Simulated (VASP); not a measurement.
# BaTiO3 (R3m) in VASP: single point with r2SCAN

Aim: the single point of BaTiO3 with r2SCAN.

All numbers are computed with VASP 6.6.1; they aren't measurements. Logs are shortened: lines on timing, memory, paths and dates and some standing lists are left out, and cuts for length are marked.

## Step 1: The cell of the first run

It takes space group R3m (No. 160, trigonal). The conventional cell has a = 5.680 Å, b = 5.680 Å, c = 6.994 Å, α = 90.00°, β = 90.00°, γ = 120.00°. Within 3.7 Å of Ba (site symmetry 3m) lie 12 O at 2.78 to 2.93 Å and 8 Ti at 3.40 to 3.59 Å. Ti (site symmetry 3m) has 6 O at 1.87 to 2.16 Å within 2.5 Å. Within 2.5 Å of O (site symmetry m) lie 2 Ti at 1.87 to 2.16 Å.

## Step 2: Single point, r2SCAN

File POSCAR:

```
BaTiO3
1.0
    2.8399483166      1.6396449251      2.3312785423
   -2.8399483166      1.6396449251      2.3312785423
    0.0000000000     -3.2792898502      2.3312785423
Ba Ti O
1 1 3
Direct
    0.0012626313      0.0012626313      0.0012626313
    0.5147192493      0.5147192493      0.5147192493
    0.4882359353      0.9786472489      0.4882359353
    0.4882359353      0.4882359353      0.9786472489
    0.9786472489      0.4882359353      0.4882359353
```

File INCAR.step1:

```
SYSTEM = BaTiO3
PREC = Accurate
ENCUT = 1480
ISMEAR = -1
SIGMA = 0.02
LREAL = .FALSE.
LASPH = .TRUE.
NELM = 120
NBANDS = 28
GGA = PE
ALGO = Normal
EDIFF = 1E-5
LWAVE = .TRUE.
LCHARG = .FALSE.
GGA_COMPAT = .FALSE.
```

File INCAR.step2:

```
SYSTEM = BaTiO3
PREC = Accurate
ENCUT = 1480
EDIFF = 1E-6
ISMEAR = -1
SIGMA = 0.02
LREAL = .FALSE.
LASPH = .TRUE.
NELM = 120
ALGO = Normal
ISIF = 2
LWAVE = .FALSE.
LCHARG = .FALSE.
METAGGA = R2SCAN
LMIXTAU = .TRUE.
NBANDS = 28
ISTART = 1
GGA_COMPAT = .FALSE.
```

File KPOINTS:

```
regular mesh
0
G
  6 6 6
  0 0 0
```

Potentials or basis: VASP PAW PBE potentials, release 64 (Ba_sv, Ti_sv, O_h).

Started as:

```sh
cat potpaw_PBE.64/Ba_sv/POTCAR potpaw_PBE.64/Ti_sv/POTCAR potpaw_PBE.64/O_h/POTCAR > POTCAR
cp INCAR.step1 INCAR
mpirun -np 1 vasp_std > vasp.out
cp INCAR.step2 INCAR
mpirun -np 1 vasp_std > vasp.out
```

OUTCAR:

```text
SYSTEM = BaTiO3
   PREC = Accurate
   ENCUT = 1480
   EDIFF = 1E-6
   ISMEAR = -1
   LREAL = .FALSE.
   LASPH = .TRUE.
   NELM = 120
   ISIF = 2
   METAGGA = R2SCAN
   ISTART = 1

 ion  position               nearest neighbor table
   1  0.001  0.001  0.001-   3 2.78   5 2.78   4 2.78   4 2.84   4 2.84   3 2.84   5 2.84   3 2.84
                             5 2.84   5 2.93   3 2.93   4 2.93   2 3.40   2 3.45   2 3.45   2 3.45
   2  0.515  0.515  0.515-   3 1.87   5 1.87   4 1.87   3 2.16   5 2.16   4 2.16   1 3.40   1 3.45
                             1 3.45   1 3.45   1 3.51   1 3.51   1 3.51   1 3.59
   3  0.488  0.979  0.488-   2 1.87   2 2.16   1 2.78   1 2.84   1 2.84   1 2.93
   4  0.488  0.488  0.979-   2 1.87   2 2.16   1 2.78   1 2.84   1 2.84   1 2.93
   5  0.979  0.488  0.488-   2 1.87   2 2.16   1 2.78   1 2.84   1 2.84   1 2.93

  LATTYP: Found a trigonal (rhomboedric) cell.
 ALAT       =     4.0235061281
 COS(alpha) =     0.0035820686

  Lattice vectors:

 A1 = (   2.8399483166,   1.6396449251,   2.3312785423)
 A2 = (  -2.8399483166,   1.6396449251,   2.3312785423)
 A3 = (   0.0000000000,  -3.2792898502,   2.3312785423)

Analysis of symmetry for initial positions (statically):
=====================================================================
 Subroutine PRICEL returns:
 Original cell was already a primitive cell.

 Routine SETGRP: Setting up the symmetry group for a
 trigonal (rhombohedral) supercell.

 Subroutine GETGRP returns: Found  6 space group operations
 (whereof  6 operations were pure point group operations)
 out of a pool of 12 trial point group operations.

The static configuration has the point symmetry C_3v.

Analysis of symmetry for dynamics (positions and initial velocities):
=====================================================================
 Subroutine PRICEL returns:
 Original cell was already a primitive cell.

 Routine SETGRP: Setting up the symmetry group for a
 trigonal (rhombohedral) supercell.

 Subroutine GETGRP returns: Found  6 space group operations
 (whereof  6 operations were pure point group operations)
 out of a pool of 12 trial point group operations.

The dynamic configuration has the point symmetry C_3v.

 Subroutine INISYM returns: Found  6 space group operations
 (whereof  6 operations are pure point group operations),
 and found     1 'primitive' translations

----------------------------------------------------------------------------------------

                                     Primitive cell

  volume of cell :      65.1337

  direct lattice vectors                    reciprocal lattice vectors
     2.839948317  1.639644925  2.331278542     0.176059542  0.101648024  0.142983057
    -2.839948317  1.639644925  2.331278542    -0.176059542  0.101648024  0.142983057
     0.000000000 -3.279289850  2.331278542     0.000000000 -0.203296048  0.142983057

  length of vectors
     4.023506128  4.023506128  4.023506128     0.248542628  0.248542628  0.248542628

  position of ions in fractional coordinates (direct lattice)
     0.001262631  0.001262631  0.001262631
     0.514719249  0.514719249  0.514719249
     0.488235935  0.978647249  0.488235935
     0.488235935  0.488235935  0.978647249
     0.978647249  0.488235935  0.488235935

  ion indices of the primitive-cell ions
   primitive index   ion index
                 1           1
                 2           2
                 3           3
                 4           4
                 5           5

----------------------------------------------------------------------------------------

 KPOINTS: regular mesh

Automatic generation of k-mesh.
 Grid dimensions read from file:
 generate k-points for:    6    6    6

 Generating k-lattice:

  Cartesian coordinates                     Fractional coordinates (reciprocal lattice)
     0.029343257  0.016941337  0.023830510     0.166666667 -0.000000000 -0.000000000
    -0.029343257  0.016941337  0.023830510    -0.000000000  0.166666667 -0.000000000
     0.000000000 -0.033882675  0.023830510    -0.000000000 -0.000000000  0.166666667

  Length of vectors
     0.041423771  0.041423771  0.041423771

  Shift w.r.t. Gamma in fractional coordinates (k-lattice)
     0.000000000  0.000000000  0.000000000

 Subroutine IBZKPT returns following result:
 ===========================================

 Found     32 irreducible k-points:

 Following reciprocal coordinates:
            Coordinates               Weight
  0.000000  0.000000  0.000000      1.000000
  0.166667 -0.000000  0.000000      6.000000
  0.333333 -0.000000  0.000000      6.000000
  0.500000 -0.000000  0.000000      3.000000
  0.166667  0.166667  0.000000      6.000000
  0.333333  0.166667 -0.000000     12.000000
[... 16 lines left out ...]
  0.500000  0.500000  0.166667      6.000000
 -0.333333  0.500000  0.166667     12.000000
 [... further k-points ...]
   k-points           NKPTS =     32   k-points in BZ     NKDIM =     32   number of bands    NBANDS=     28
   number of dos      NEDOS =    301   number of ions     NIONS =      5
   total plane-waves  NPLWV = 125000
   dimension x,y,z NGX =    50 NGY =   50 NGZ =   50
   dimension x,y,z NGXF=   100 NGYF=  100 NGZF=  100
   ions per type =               1   1   3
   NGX,Y,Z   is equivalent  to a cutoff of  20.66, 20.66, 20.66 a.u.
   NGXF,Y,Z  is equivalent  to a cutoff of  41.32, 41.32, 41.32 a.u.
 SYSTEM =  BaTiO3
   PREC   = accura    normal or accurate (medium, high low for compatibility)
   ISTART =      1    job   : 0-new  1-cont  2-samecut
   ICHARG =      0    charge: 1-file 2-atom 10-const
   ISPIN  =      1    spin polarized calculation?
   LNONCOLLINEAR =      F non collinear calculations
   LSORBIT =      F    spin-orbit coupling
   LASPH  =      T    aspherical Exc in radial PAW
   ENCUT  = 1480.0 eV 108.78 Ry   10.43 a.u.  12.62 12.62 12.62*2*pi/ulx,y,z
   NELM   =    120;   NELMIN=  2; NELMDL=  0     # of ELM steps
   EDIFF  = 0.1E-05   stopping-criterion for ELM
   LREAL  =      F    real-space projection
[... 7 lines left out ...]
   TEBEG  =    0.0;   TEEND  =   0.0 temperature during run
   PSTRESS=    0.0 pullay stress
   NELECT =      40.0000    total number of electrons
   NUPDOWN=      -1.0000    fix difference up-down
   EMIN   =  10.00;   EMAX   =-10.00  energy-range for DOS
   EFERMI =   0.00;   METHOD = LEGACY
   ISMEAR =    -1;   SIGMA  =   0.02  broadening in eV -4-tet -1-fermi 0-gaus
   EFERMI_NEDOS =   21; number of points for ismear=-14 and -15
   IALGO  =     38    algorithm
   IMIX   =      4    mixing-type and parameters
     AMIX     =   0.40;   BMIX     =  1.00
     AMIX_MAG =   1.60;   BMIX_MAG =  1.00
  volume/ion in A,a.u.               =      13.03        87.91
  Fermi-wavevector in a.u.,A,eV,Ry     =   1.391531  2.629613 26.345764  1.936359
  Thomas-Fermi vector in A             =   2.515361
   LORBIT       =      0    0 simple, 1 ext, 2 COOP (PROOUT), +10 PAW based schemes
   METAGGA = R2SCAN    functional components
   LHFCALC =     F    Hartree Fock is set to
   AEXX    =    0.0000 exact exchange contribution
   IVDW    =     0    specifies the selected vdW correction
   LEPSILON=     F    determine dielectric tensor
   LRPA    =     F    only Hartree local field effects (RPA)
 non-spin polarized calculation
  energy-cutoff  :     1480.00
  volume of cell :       65.13
 maximum number of plane-waves:      8460
   NGX = 25   NGY = 25   NGZ = 25

 number of electron      40.0000002 magnetization

 Free energy of the ion-electron system (eV)
  ---------------------------------------------------
  ext. energy  EPLUGINS =         0.00000000
  ---------------------------------------------------
  free energy    TOTEN  =       -74.31706130 eV

  energy without entropy =      -74.31706130  energy(sigma->0) =      -74.31706130

 E-fermi :   4.2074     XC(G=0): -11.8107

 val. band max:        3.6864147102   @ k =   0.5000   0.5000   0.5000
 cond. band min:       6.5437958263   @ k =   0.0000   0.0000   0.0000
 fundamental gap:      2.8573811161
 Fermi energy:         4.2074388979

 k-point     1 :       0.0000    0.0000    0.0000
  band No.  band energies     occupation
      1     -54.8181      2.00000
      2     -30.0204      2.00000
      3     -30.0204      2.00000
      4     -30.0191      2.00000
      5     -21.8000      2.00000
      6     -14.0600      2.00000
[... 20 lines left out ...]
     27       9.3134      0.00000
     28      11.8064      0.00000

 k-point     2 :       0.1667   -0.0000    0.0000
  band No.  band energies     occupation
      1     -54.8178      2.00000
      2     -30.0338      2.00000
      3     -30.0199      2.00000
      4     -30.0190      2.00000
      5     -21.7710      2.00000
      6     -14.0763      2.00000
[... 20 lines left out ...]
     27       9.8430      0.00000
     28      12.4512      0.00000

 k-point     3 :       0.3333   -0.0000    0.0000
  band No.  band energies     occupation
      1     -54.8173      2.00000
      2     -30.0610      2.00000
      3     -30.0190      2.00000
      4     -30.0180      2.00000
      5     -21.7120      2.00000
      6     -14.1857      2.00000
[... 20 lines left out ...]
     27      11.0912      0.00000
     28      12.6543      0.00000

 k-point     4 :       0.5000   -0.0000    0.0000
  band No.  band energies     occupation
      1     -54.8170      2.00000
      2     -30.0746      2.00000
      3     -30.0185      2.00000
      4     -30.0175      2.00000
      5     -21.6819      2.00000
      6     -14.2609      2.00000
[... 578 lines left out ...]
     27      11.7633      0.00000
     28      12.8277      0.00000

 k-point    23 :       0.5000    0.5000    0.1667
  band No.  band energies     occupation
      1     -54.8158      2.00000
      2     -30.0713      2.00000
      3     -30.0701      2.00000
      4     -30.0294      2.00000
      5     -21.5913      2.00000
      6     -13.6157      2.00000
[... 20 lines left out ...]
     27      12.7703      0.00000
     28      13.1869      0.00000

 k-point    24 :      -0.3333    0.5000    0.1667
  band No.  band energies     occupation
      1     -54.8160      2.00000
      2     -30.0715      2.00000
      3     -30.0575      2.00000
      4     -30.0298      2.00000
      5     -21.6095      2.00000
      6     -13.7663      2.00000
[... 20 lines left out ...]
     27      12.4269      0.00000
     28      12.9526      0.00000

 [... further k-points ...]

------------------------ aborting loop because EDIFF is reached ----------------------------------------

  FORCE on cell =-STRESS in cart. coord.  units (eV):
  Direction    XX          YY          ZZ          XY          YZ          ZX
  --------------------------------------------------------------------------------------
  -------------------------------------------------------------------------------------
  Total        0.7461688      0.7461688      0.7045929      0.0000000      0.0000000     -0.0000000
  in kB       18.3544764     18.3544764     17.3317816      0.0000000      0.0000000     -0.0000000
  external PRESSURE =      18.0135782 kB  Pullay stress =       0.0000000 kB

 VOLUME and BASIS-vectors are now :
 -----------------------------------------------------------------------------
  energy-cutoff  :     1480.00
  volume of cell :       65.13
      direct lattice vectors                 reciprocal lattice vectors
     2.839948317  1.639644925  2.331278542     0.176059542  0.101648024  0.142983057
    -2.839948317  1.639644925  2.331278542    -0.176059542  0.101648024  0.142983057
     0.000000000 -3.279289850  2.331278542     0.000000000 -0.203296048  0.142983057

 POSITION                                       TOTAL-FORCE (eV/Angst)
 -----------------------------------------------------------------------------------
      0.00000      0.00000      0.00883         0.000000     -0.000000     -0.034524
      0.00000      0.00000      3.59986         0.000000     -0.000000     -0.135686
     -1.39274      0.80410      4.55793        -0.051071      0.029486      0.056737
      0.00000     -1.60820      4.55793         0.000000     -0.058972      0.056737
      1.39274      0.80410      4.55793         0.051071      0.029486      0.056737
 -----------------------------------------------------------------------------------
    total drift:                                0.000000     -0.000001      0.001400

  FREE ENERGIE OF THE ION-ELECTRON SYSTEM (eV)
  ---------------------------------------------------
  free  energy   TOTEN  =       -74.3170612975 eV

  energy  without entropy=      -74.3170612975  energy(sigma->0) =      -74.31706130
```

Wall time 9.7 min (1 thread of Intel Xeon Platinum 8488C (Sapphire Rapids), shared host); peak memory 0.58 GiB.

Results:

```yaml
Free_energy: -74.3171 eV
Pressure: 1.8 GPa
Largest_force: 0.136 eV/Å
Band_gap_on_the_k_mesh: 2.86 eV (least direct gap 3.32 eV)
```

Forces in eV/Å, atoms in the order of the input:
```
Ba   0.000  0.000 -0.035
Ti   0.000  0.000 -0.136
O   -0.051  0.029  0.057
O    0.000 -0.059  0.057
O    0.051  0.029  0.057
```

Caveat: the PAW data sets were made with another functional, which shifts forces and pressure a little; spin-orbit coupling is left out, which moves the levels of the heavy elements. A k mesh can miss the band edges.
